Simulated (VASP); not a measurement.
# GaP (F-43m) in VASP: a series of runs

The runs below take GaP through single point, with LDA.

Program: VASP 6.6.1. These are calculated values, not measurements. Logs are shortened: lines on timing, memory, paths and dates and some standing lists are left out, and cuts for length are marked.

### 1 The cell of the first run

It takes space group F-43m (No. 216, cubic). The conventional cell has a = 5.287 Å, b = 5.287 Å, c = 5.287 Å, α = 90.00°, β = 90.00°, γ = 90.00°. Within 3.0 Å of Ga (site symmetry -43m) lie 4 P at 2.29 Å. Within 3.0 Å of P (site symmetry -43m) lie 4 Ga at 2.29 Å.

### 2 Single point, LDA

INCAR reads:

```
SYSTEM = GaP
ALGO = Normal
EDIFF = 1E-6
ENCUT = 500
GGA_COMPAT = .FALSE.
ISIF = 2
ISMEAR = 0
LASPH = .TRUE.
LCHARG = .FALSE.
LREAL = .FALSE.
LWAVE = .FALSE.
NBANDS = 16
NELM = 120
PREC = Accurate
SIGMA = 0.01
```

KPOINTS reads:

```
k-points
0
G
  8 8 8
  0 0 0
```

POSCAR reads:

```
GaP
1.0
    0.0000000000      2.6436846573      2.6436846573
    2.6436846573      0.0000000000      2.6436846573
    2.6436846573      2.6436846573      0.0000000000
Ga P
1 1
Direct
    0.0000000000      0.0000000000      0.0000000000
    0.7500000000      0.7500000000      0.7500000000
```

Potentials or basis: VASP PAW LDA potentials, release 64 (Ga_d, P).

Run with:

```
$ cat potpaw_LDA.64/Ga_d/POTCAR potpaw_LDA.64/P/POTCAR > POTCAR
$ mpirun -np 1 vasp_std > vasp.out
```

OUTCAR:

```text
SYSTEM = GaP
   EDIFF = 1E-6
   ENCUT = 500
   ISIF = 2
   ISMEAR = 0
   LASPH = .TRUE.
   LREAL = .FALSE.
   NELM = 120
   PREC = Accurate

 ion  position               nearest neighbor table
   1  0.000  0.000  0.000-   2 2.29   2 2.29   2 2.29   2 2.29
   2  0.750  0.750  0.750-   1 2.29   1 2.29   1 2.29   1 2.29

  LATTYP: Found a face centered cubic cell.
 ALAT       =     5.2873693146

  Lattice vectors:

 A1 = (   0.0000000000,   2.6436846573,   2.6436846573)
 A2 = (   2.6436846573,   0.0000000000,   2.6436846573)
 A3 = (   2.6436846573,   2.6436846573,   0.0000000000)

Analysis of symmetry for initial positions (statically):
=====================================================================
 Subroutine PRICEL returns:
 Original cell was already a primitive cell.

 Routine SETGRP: Setting up the symmetry group for a
 face centered cubic supercell.

 Subroutine GETGRP returns: Found 24 space group operations
 (whereof 24 operations were pure point group operations)
 out of a pool of 48 trial point group operations.

The static configuration has the point symmetry T_d .

Analysis of symmetry for dynamics (positions and initial velocities):
=====================================================================
 Subroutine PRICEL returns:
 Original cell was already a primitive cell.

 Routine SETGRP: Setting up the symmetry group for a
 face centered cubic supercell.

 Subroutine GETGRP returns: Found 24 space group operations
 (whereof 24 operations were pure point group operations)
 out of a pool of 48 trial point group operations.

The dynamic configuration has the point symmetry T_d .

 Subroutine INISYM returns: Found 24 space group operations
 (whereof 24 operations are pure point group operations),
 and found     1 'primitive' translations

----------------------------------------------------------------------------------------

                                     Primitive cell

  volume of cell :      36.9538

  direct lattice vectors                    reciprocal lattice vectors
     0.000000000  2.643684657  2.643684657    -0.189129970  0.189129970  0.189129970
     2.643684657  0.000000000  2.643684657     0.189129970 -0.189129970  0.189129970
     2.643684657  2.643684657  0.000000000     0.189129970  0.189129970 -0.189129970

  length of vectors
     3.738734697  3.738734697  3.738734697     0.327582717  0.327582717  0.327582717

  position of ions in fractional coordinates (direct lattice)
     0.000000000  0.000000000  0.000000000
     0.750000000  0.750000000  0.750000000

  ion indices of the primitive-cell ions
   primitive index   ion index
                 1           1
                 2           2

----------------------------------------------------------------------------------------

 KPOINTS: k-points

Automatic generation of k-mesh.
 Grid dimensions read from file:
 generate k-points for:    8    8    8

 Generating k-lattice:

  Cartesian coordinates                     Fractional coordinates (reciprocal lattice)
    -0.023641246  0.023641246  0.023641246     0.125000000  0.000000000  0.000000000
     0.023641246 -0.023641246  0.023641246     0.000000000  0.125000000  0.000000000
     0.023641246  0.023641246 -0.023641246     0.000000000  0.000000000  0.125000000

  Length of vectors
     0.040947840  0.040947840  0.040947840

  Shift w.r.t. Gamma in fractional coordinates (k-lattice)
     0.000000000  0.000000000  0.000000000

 Subroutine IBZKPT returns following result:
 ===========================================

 Found     29 irreducible k-points:

 Following reciprocal coordinates:
            Coordinates               Weight
  0.000000  0.000000  0.000000      1.000000
  0.125000  0.000000  0.000000      8.000000
  0.250000  0.000000  0.000000      8.000000
  0.375000  0.000000  0.000000      8.000000
  0.500000  0.000000  0.000000      4.000000
  0.125000  0.125000  0.000000      6.000000
[... 16 lines left out ...]
  0.500000  0.250000  0.125000     48.000000
 -0.375000  0.250000  0.125000     24.000000
 [... further k-points ...]
   k-points           NKPTS =     29   k-points in BZ     NKDIM =     29   number of bands    NBANDS=     16
   number of dos      NEDOS =    301   number of ions     NIONS =      2
   total plane-waves  NPLWV =  21952
   dimension x,y,z NGX =    28 NGY =   28 NGZ =   28
   dimension x,y,z NGXF=    56 NGYF=   56 NGZF=   56
   ions per type =               1   1
   NGX,Y,Z   is equivalent  to a cutoff of  12.45, 12.45, 12.45 a.u.
   NGXF,Y,Z  is equivalent  to a cutoff of  24.90, 24.90, 24.90 a.u.
 SYSTEM =  GaP
   PREC   = accura    normal or accurate (medium, high low for compatibility)
   ISTART =      0    job   : 0-new  1-cont  2-samecut
   ICHARG =      2    charge: 1-file 2-atom 10-const
   ISPIN  =      1    spin polarized calculation?
   LNONCOLLINEAR =      F non collinear calculations
   LSORBIT =      F    spin-orbit coupling
   LASPH  =      T    aspherical Exc in radial PAW
   ENCUT  =  500.0 eV  36.75 Ry    6.06 a.u.   6.82  6.82  6.82*2*pi/ulx,y,z
   NELM   =    120;   NELMIN=  2; NELMDL= -5     # of ELM steps
   EDIFF  = 0.1E-05   stopping-criterion for ELM
   LREAL  =      F    real-space projection
   EDIFFG = 0.1E-04   stopping-criterion for IOM
   NSW    =      0    number of steps for IOM
   IBRION =     -1    ionic relax: 0-MD 1-quasi-New 2-CG
   NFREE  =      0    steps in history (QN), initial steepest desc. (CG)
   ISIF   =      2    stress and relaxation
   ISYM   =      2    0-nonsym 1-usesym 2-fastsym
   POTIM  = 0.5000    time-step for ionic-motion
   TEBEG  =    0.0;   TEEND  =   0.0 temperature during run
   PSTRESS=    0.0 pullay stress
   NELECT =      18.0000    total number of electrons
   NUPDOWN=      -1.0000    fix difference up-down
   EMIN   =  10.00;   EMAX   =-10.00  energy-range for DOS
   EFERMI =   0.00;   METHOD = LEGACY
   ISMEAR =     0;   SIGMA  =   0.01  broadening in eV -4-tet -1-fermi 0-gaus
   EFERMI_NEDOS =   21; number of points for ismear=-14 and -15
   IALGO  =     38    algorithm
   IMIX   =      4    mixing-type and parameters
     AMIX     =   0.40;   BMIX     =  1.00
     AMIX_MAG =   1.60;   BMIX_MAG =  1.00
  volume/ion in A,a.u.               =      18.48       124.69
  Fermi-wavevector in a.u.,A,eV,Ry     =   1.288089  2.434136 22.574438  1.659174
  Thomas-Fermi vector in A             =   2.420064
   LORBIT       =      0    0 simple, 1 ext, 2 COOP (PROOUT), +10 PAW based schemes
   GGA     = CA    functional components
   LHFCALC =     F    Hartree Fock is set to
   AEXX    =    0.0000 exact exchange contribution
   IVDW    =     0    specifies the selected vdW correction
   LEPSILON=     F    determine dielectric tensor
   LRPA    =     F    only Hartree local field effects (RPA)
 non-spin polarized calculation
 Gauss-broadening in eV      SIGMA  =   0.01
  energy-cutoff  :      500.00
  volume of cell :       36.95
 maximum number of plane-waves:       960
   NGX = 13   NGY = 13   NGZ = 13

 number of electron      17.9999991 magnetization

 Free energy of the ion-electron system (eV)
  ---------------------------------------------------
  ext. energy  EPLUGINS =         0.00000000
  ---------------------------------------------------
  free energy    TOTEN  =       -10.40925878 eV

  energy without entropy =      -10.40925878  energy(sigma->0) =      -10.40925878

 E-fermi :   5.6069     XC(G=0): -10.5763

 val. band max:        5.4925016686   @ k =   0.0000   0.0000   0.0000
 cond. band min:       6.7935760818   @ k =   0.5000   0.5000   0.0000
 fundamental gap:      1.3010744131
 Fermi energy:         5.6069091931

 k-point     1 :       0.0000    0.0000    0.0000
  band No.  band energies     occupation
      1      -9.4040      2.00000
      2      -9.4040      2.00000
      3      -9.4040      2.00000
      4      -9.2752      2.00000
      5      -9.2752      2.00000
      6      -7.7409      2.00000
[... 8 lines left out ...]
     15      15.4149      0.00000
     16      15.4149      0.00000

 k-point     2 :       0.1250    0.0000    0.0000
  band No.  band energies     occupation
      1      -9.4236      2.00000
      2      -9.3978      2.00000
      3      -9.3978      2.00000
      4      -9.2754      2.00000
      5      -9.2754      2.00000
      6      -7.5126      2.00000
[... 8 lines left out ...]
     15      14.6981      0.00000
     16      15.3619      0.00000

 k-point     3 :       0.2500    0.0000    0.0000
  band No.  band energies     occupation
      1      -9.4644      2.00000
      2      -9.3846      2.00000
      3      -9.3846      2.00000
      4      -9.2737      2.00000
      5      -9.2737      2.00000
      6      -6.8649      2.00000
[... 8 lines left out ...]
     15      14.5031      0.00000
     16      15.4275      0.00000

 k-point     4 :       0.3750    0.0000    0.0000
  band No.  band energies     occupation
      1      -9.4994      2.00000
      2      -9.3748      2.00000
      3      -9.3748      2.00000
      4      -9.2686      2.00000
      5      -9.2686      2.00000
      6      -5.9409      2.00000
[... 8 lines left out ...]
     15      15.8281      0.00000
     16      15.8281      0.00000

 k-point     5 :       0.5000    0.0000    0.0000
  band No.  band energies     occupation
      1      -9.5128      2.00000
      2      -9.3718      2.00000
      3      -9.3718      2.00000
      4      -9.2653      2.00000
      5      -9.2653      2.00000
      6      -5.3415      2.00000
[... 8 lines left out ...]
     15      17.4494      0.00000
     16      17.4494      0.00000

 k-point     6 :       0.1250    0.1250    0.0000
  band No.  band energies     occupation
      1      -9.4350      2.00000
      2      -9.3920      2.00000
      3      -9.3920      2.00000
      4      -9.2811      2.00000
      5      -9.2709      2.00000
      6      -7.4376      2.00000
[... 8 lines left out ...]
     15      15.6697      0.00000
     16      15.7823      0.00000
[... 267 lines left out ...]
 k-point    21 :       0.5000    0.5000    0.0000
  band No.  band energies     occupation
      1      -9.5532      2.00000
      2      -9.3271      2.00000
      3      -9.3174      2.00000
      4      -9.3174      2.00000
      5      -9.2460      2.00000
      6      -4.2971      2.00000
[... 8 lines left out ...]
     15      18.1230      0.00000
     16      18.8336      0.00000

 k-point    22 :       0.3750    0.2500    0.1250
  band No.  band energies     occupation
      1      -9.4922      2.00000
      2      -9.3692      2.00000
      3      -9.3637      2.00000
      4      -9.2910      2.00000
      5      -9.2632      2.00000
      6      -6.3157      2.00000
[... 8 lines left out ...]
     15      16.9305      0.00000
     16      18.3006      0.00000

 k-point    23 :       0.5000    0.2500    0.1250
  band No.  band energies     occupation
      1      -9.5109      2.00000
      2      -9.3648      2.00000
      3      -9.3517      2.00000
      4      -9.2881      2.00000
      5      -9.2634      2.00000
      6      -5.4388      2.00000
[... 8 lines left out ...]
     15      17.3783      0.00000
     16      18.6282      0.00000

 k-point    24 :      -0.3750    0.2500    0.1250
  band No.  band energies     occupation
      1      -9.5177      2.00000
      2      -9.3643      2.00000
      3      -9.3475      2.00000
      4      -9.2832      2.00000
      5      -9.2657      2.00000
      6      -4.8766      2.00000
[... 8 lines left out ...]
     15      17.6857      0.00000
     16      18.4308      0.00000

 [... further k-points ...]
[... 5 lines left out ...]
  --------------------------------------------------------------------------------------
  -------------------------------------------------------------------------------------
  Total        1.4009407      1.4009407      1.4009407      0.0000000      0.0000000     -0.0000000
  in kB       60.7395264     60.7395264     60.7395264      0.0000000      0.0000000     -0.0000000
  external PRESSURE =      60.7395264 kB  Pullay stress =       0.0000000 kB

 VOLUME and BASIS-vectors are now :
 -----------------------------------------------------------------------------
  energy-cutoff  :      500.00
  volume of cell :       36.95
      direct lattice vectors                 reciprocal lattice vectors
     0.000000000  2.643684657  2.643684657    -0.189129970  0.189129970  0.189129970
     2.643684657  0.000000000  2.643684657     0.189129970 -0.189129970  0.189129970
     2.643684657  2.643684657  0.000000000     0.189129970  0.189129970 -0.189129970

 POSITION                                       TOTAL-FORCE (eV/Angst)
 -----------------------------------------------------------------------------------
      0.00000      0.00000      0.00000         0.000000      0.000000      0.000000
      3.96553      3.96553      3.96553        -0.000000     -0.000000     -0.000000
 -----------------------------------------------------------------------------------
    total drift:                               -0.000001     -0.000001     -0.000001

  FREE ENERGIE OF THE ION-ELECTRON SYSTEM (eV)
  ---------------------------------------------------
  free  energy   TOTEN  =       -10.4092587825 eV

  energy  without entropy=      -10.4092587825  energy(sigma->0) =      -10.40925878
```

It took 11 s on 1 thread of Intel Xeon Platinum 8375C at 2.90GHz (Ice Lake), shared host; peak memory 0.14 GiB.

Results:

```yaml
Free_energy: -10.4093 eV
Pressure: 6.1 GPa
Band_gap_on_the_k_mesh: 1.30 eV, indirect (least direct gap 2.40 eV)
```

(Continued in part 2 of 2.)
